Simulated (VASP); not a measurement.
# MgS in VASP: a series of runs, part 2 of 3

VASP 6.6.1.

## Step 4: Electric field gradients, PBEsol (volume scaled by 0.99)

Input file INCAR:

```
SYSTEM = MgS
ALGO     = Normal         ! electronic algorithm
EDIFF    = 1E-8           ! SCF threshold, eV
ENCUT    = 520            ! plane-wave cutoff, eV
GGA      = PS             ! functional
ISIF     = 2              ! what is computed and relaxed
ISMEAR   = -1             ! smearing method
LASPH    = .TRUE.         ! aspherical terms in the spheres
LCHARG   = .FALSE.        ! write CHGCAR
LEFG     = .TRUE.       
LREAL    = .FALSE.        ! projectors in reciprocal space
LWAVE    = .FALSE.        ! write WAVECAR
NBANDS   = 11             ! bands
NELM     = 60             ! most SCF steps
PREC     = Accurate       ! precision mode
SIGMA    = 0.03           ! smearing width, eV
```

Input file KPOINTS:

```
k-points
0
G
  10 10 10
  0 0 0
```

Input file POSCAR:

```
MgS
1.0
    0.0000000000      2.5929487644      2.5929487644
    2.5929487644      0.0000000000      2.5929487644
    2.5929487644      2.5929487644      0.0000000000
Mg S
1 1
Direct
    0.0000000000      0.0000000000      0.0000000000
    0.5000000000      0.5000000000      0.5000000000
```

Potentials or basis: VASP PAW PBE potentials, release 64 (Mg, S).

Launch:

```console
cat potpaw_PBE.64/Mg/POTCAR potpaw_PBE.64/S/POTCAR > POTCAR
mpirun -np 1 vasp_std > vasp.out
```

OUTCAR:

```text
SYSTEM = MgS
   EDIFF = 1E-8
   ENCUT = 520
   GGA = PS
   ISIF = 2
   ISMEAR = -1
   LASPH = .TRUE.
   LREAL = .FALSE.
   NELM = 60
   PREC = Accurate

 ion  position               nearest neighbor table
   1  0.000  0.000  0.000-   2 2.59   2 2.59   2 2.59   2 2.59   2 2.59   2 2.59
   2  0.500  0.500  0.500-   1 2.59   1 2.59   1 2.59   1 2.59   1 2.59   1 2.59

  LATTYP: Found a face centered cubic cell.
 ALAT       =     5.1858975288

  Lattice vectors:

 A1 = (   0.0000000000,   2.5929487644,   2.5929487644)
 A2 = (   2.5929487644,   0.0000000000,   2.5929487644)
 A3 = (   2.5929487644,   2.5929487644,   0.0000000000)

Analysis of symmetry for initial positions (statically):
=====================================================================
 Subroutine PRICEL returns:
 Original cell was already a primitive cell.

 Routine SETGRP: Setting up the symmetry group for a
 face centered cubic supercell.

[... 524 lines left out ...]
      direct lattice vectors                 reciprocal lattice vectors
     0.000000000  2.592948764  2.592948764    -0.192830652  0.192830652  0.192830652
     2.592948764  0.000000000  2.592948764     0.192830652 -0.192830652  0.192830652
     2.592948764  2.592948764  0.000000000     0.192830652  0.192830652 -0.192830652

 POSITION                                       TOTAL-FORCE (eV/Angst)
 -----------------------------------------------------------------------------------
      0.00000      0.00000      0.00000        -0.000000     -0.000000     -0.000000
      2.59295      2.59295      2.59295         0.000000      0.000000      0.000000
 -----------------------------------------------------------------------------------
    total drift:                                0.000000      0.000000      0.000000

  FREE ENERGIE OF THE ION-ELECTRON SYSTEM (eV)
  ---------------------------------------------------
  free  energy   TOTEN  =        -9.0751569503 eV

  energy  without entropy=       -9.0751569503  energy(sigma->0) =       -9.07515695

 Electric field gradients (V/A^2)
---------------------------------------------------------------------
 ion       V_xx      V_yy      V_zz      V_xy      V_xz      V_yz
---------------------------------------------------------------------
   1       0.000    -0.000    -0.000     0.000     0.000     0.000
   2      -0.000     0.000     0.000    -0.000    -0.000    -0.000
---------------------------------------------------------------------

 Electric field gradients after diagonalization (V/A^2)
 (convention: |V_zz| > |V_xx| > |V_yy|)
----------------------------------------------------------------------
 ion       V_xx      V_yy      V_zz     asymmetry (V_yy - V_xx)/ V_zz
----------------------------------------------------------------------
   1      -0.000    -0.000     0.000       0.000
   2       0.000     0.000    -0.001       0.000
----------------------------------------------------------------------

           NMR quadrupolar parameters

 Cq : quadrupolar parameter    Cq=e*Q*V_zz/h
 eta: asymmetry parameters     (V_yy - V_xx)/ V_zz
 Q  : nuclear electric quadrupole moment in mb (millibarn)
----------------------------------------------------------------------
 ion       Cq(MHz)       eta       Q (mb)
----------------------------------------------------------------------
   1       0.000       0.000       1.000
   2      -0.000       0.000       1.000
----------------------------------------------------------------------
```

OSZICAR:

```text
N       E                     dE             d eps       ncg     rms          rms(c)
DAV:   1     0.195394487651E+02    0.19539E+02   -0.35836E+03  1106   0.587E+02
DAV:   2    -0.819588926282E+01   -0.27735E+02   -0.26367E+02  1324   0.988E+01
DAV:   3    -0.943507121594E+01   -0.12392E+01   -0.12373E+01  1270   0.219E+01
DAV:   4    -0.944231954414E+01   -0.72483E-02   -0.72479E-02  1193   0.204E+00
DAV:   5    -0.944238631397E+01   -0.66770E-04   -0.66769E-04  1312   0.193E-01    0.415E+00
DAV:   6    -0.911873626102E+01    0.32365E+00   -0.68049E-01  1172   0.321E+00    0.314E+00
DAV:   7    -0.907798401246E+01    0.40752E-01   -0.18265E-01  1232   0.181E+00    0.193E+00
DAV:   8    -0.907537580326E+01    0.26082E-02   -0.10116E-02  1157   0.578E-01    0.734E-01
DAV:   9    -0.907516705387E+01    0.20875E-03   -0.48206E-04  1184   0.122E-01    0.318E-01
DAV:  10    -0.907515723640E+01    0.98175E-05   -0.15491E-04  1206   0.551E-02    0.861E-03
DAV:  11    -0.907515723245E+01    0.39489E-08   -0.21340E-06  1210   0.867E-03    0.176E-02
DAV:  12    -0.907515701088E+01    0.22157E-06   -0.31655E-07  1209   0.301E-03    0.259E-03
DAV:  13    -0.907515695312E+01    0.57759E-07   -0.37980E-08  1190   0.826E-04    0.246E-04
DAV:  14    -0.907515695034E+01    0.27769E-08   -0.59626E-10   679   0.173E-04
   1 F= -.90751570E+01 E0= -.90751570E+01  d E =-.262897E-10
```

stdout:

```text
POSCAR found type information on POSCAR MgS
 POSCAR found :  2 types and       2 ions
 scaLAPACK will be used
 -----------------------------------------------------------------------------
|                                                                             |
|                                                                             |
|     You enforced a specific xc type in the INCAR file but a different       |
|     I HOPE YOU KNOW WHAT YOU ARE DOING!                                     |
|                                                                             |
 -----------------------------------------------------------------------------

 LDA part: xc-table for (Slater+PW92), standard interpolation
 POSCAR, INCAR and KPOINTS ok, starting setup
 FFT: planning ... GRIDC
 FFT: planning ... GRID_SOFT
 FFT: planning ... GRID
 WAVECAR not read
 entering main loop
ion   1

ion   2
```

Wall time 55 s (1 thread of AMD EPYC 7R13, shared host); peak memory 0.13 GiB.

Results:

* Free energy: -9.0752 eV
* Pressure: -0.4 GPa
* Band gap on the k mesh: 2.73 eV, indirect (least direct gap 3.67 eV)

Levels at points of the mesh, in eV from the valence-band top:
```
           k point  band 1  band 2  band 3  band 4  band 5  band 6  band 7  band 8
(0.00, 0.00, 0.00)  -12.74    0.00    0.00    0.00    3.67    7.85    7.85    7.85
(0.50, 0.00, 0.00)  -11.39   -4.95   -0.61   -0.61    4.42    6.84    6.84   10.18
(0.50, 0.50, 0.00)  -11.00   -4.31   -1.73   -1.73    2.73    4.21   11.97   12.85
```

Caveat: without QUAD_EFG the Cq values of the log hold for a quadrupole moment of 1 mb, not for the nuclei; the PAW data sets were made with another functional, which shifts forces and pressure a little. A k mesh can miss the band edges.

## Step 5: Electric field gradients, PBEsol (volume scaled by 0.99)

Input file INCAR:

```
  ALGO = Normal
  EDIFF = 1E-8
  ENCUT = 520
  GGA = PS
  ISIF = 2
  ISMEAR = -1
  LASPH = T
  LCHARG = F
  LEFG = T
  LREAL = F
  LWAVE = F
  NBANDS = 11
  NELM = 60
  PREC = Accurate
  SIGMA = 0.03
```

Input file KPOINTS:

```
k-points
0
Gamma
  10 10 10
```

POSCAR is that of step 4.

Potentials or basis: VASP PAW PBE potentials, release 64 (Mg, S).

Launch:

```console
cat potpaw_PBE.64/Mg/POTCAR potpaw_PBE.64/S/POTCAR > POTCAR
mpirun -np 1 vasp_std > vasp.out
```

OUTCAR:

```text
EDIFF = 1E-8
   ENCUT = 520
   GGA = PS
   ISIF = 2
   ISMEAR = -1
   LASPH = T
   LREAL = F
   NELM = 60
   PREC = Accurate

 ion  position               nearest neighbor table
   1  0.000  0.000  0.000-   2 2.59   2 2.59   2 2.59   2 2.59   2 2.59   2 2.59
   2  0.500  0.500  0.500-   1 2.59   1 2.59   1 2.59   1 2.59   1 2.59   1 2.59

  LATTYP: Found a face centered cubic cell.
 ALAT       =     5.1858975288

  Lattice vectors:

 A1 = (   0.0000000000,   2.5929487644,   2.5929487644)
 A2 = (   2.5929487644,   0.0000000000,   2.5929487644)
 A3 = (   2.5929487644,   2.5929487644,   0.0000000000)

Analysis of symmetry for initial positions (statically):
=====================================================================
 Subroutine PRICEL returns:
 Original cell was already a primitive cell.

 Routine SETGRP: Setting up the symmetry group for a
 face centered cubic supercell.

 Subroutine GETGRP returns: Found 48 space group operations
[... 522 lines left out ...]
  volume of cell :       34.87
      direct lattice vectors                 reciprocal lattice vectors
     0.000000000  2.592948764  2.592948764    -0.192830652  0.192830652  0.192830652
     2.592948764  0.000000000  2.592948764     0.192830652 -0.192830652  0.192830652
     2.592948764  2.592948764  0.000000000     0.192830652  0.192830652 -0.192830652

 POSITION                                       TOTAL-FORCE (eV/Angst)
 -----------------------------------------------------------------------------------
      0.00000      0.00000      0.00000        -0.000000     -0.000000     -0.000000
      2.59295      2.59295      2.59295         0.000000      0.000000      0.000000
 -----------------------------------------------------------------------------------
    total drift:                                0.000000      0.000000      0.000000

  FREE ENERGIE OF THE ION-ELECTRON SYSTEM (eV)
  ---------------------------------------------------
  free  energy   TOTEN  =        -9.0751569503 eV

  energy  without entropy=       -9.0751569503  energy(sigma->0) =       -9.07515695

 Electric field gradients (V/A^2)
---------------------------------------------------------------------
 ion       V_xx      V_yy      V_zz      V_xy      V_xz      V_yz
---------------------------------------------------------------------
   1       0.000    -0.000    -0.000     0.000     0.000     0.000
   2      -0.000     0.000     0.000    -0.000    -0.000    -0.000
---------------------------------------------------------------------

 Electric field gradients after diagonalization (V/A^2)
 (convention: |V_zz| > |V_xx| > |V_yy|)
----------------------------------------------------------------------
 ion       V_xx      V_yy      V_zz     asymmetry (V_yy - V_xx)/ V_zz
----------------------------------------------------------------------
   1      -0.000    -0.000     0.000       0.000
   2       0.000     0.000    -0.001       0.000
----------------------------------------------------------------------

           NMR quadrupolar parameters

 Cq : quadrupolar parameter    Cq=e*Q*V_zz/h
 eta: asymmetry parameters     (V_yy - V_xx)/ V_zz
 Q  : nuclear electric quadrupole moment in mb (millibarn)
----------------------------------------------------------------------
 ion       Cq(MHz)       eta       Q (mb)
----------------------------------------------------------------------
   1       0.000       0.000       1.000
   2      -0.000       0.000       1.000
----------------------------------------------------------------------
```

Wall time 55 s (1 thread of AMD EPYC 7R13, shared host); peak memory 0.13 GiB.

Results:

```yaml
Free_energy: -9.0752 eV
Pressure: -0.4 GPa
Band_gap_on_the_k_mesh: 2.73 eV, indirect (least direct gap 3.67 eV)
```

Caveat: without QUAD_EFG the Cq values of the log hold for a quadrupole moment of 1 mb, not for the nuclei; the PAW data sets were made with another functional, which shifts forces and pressure a little. A k mesh can miss the band edges.

[end of part 2 of 3]
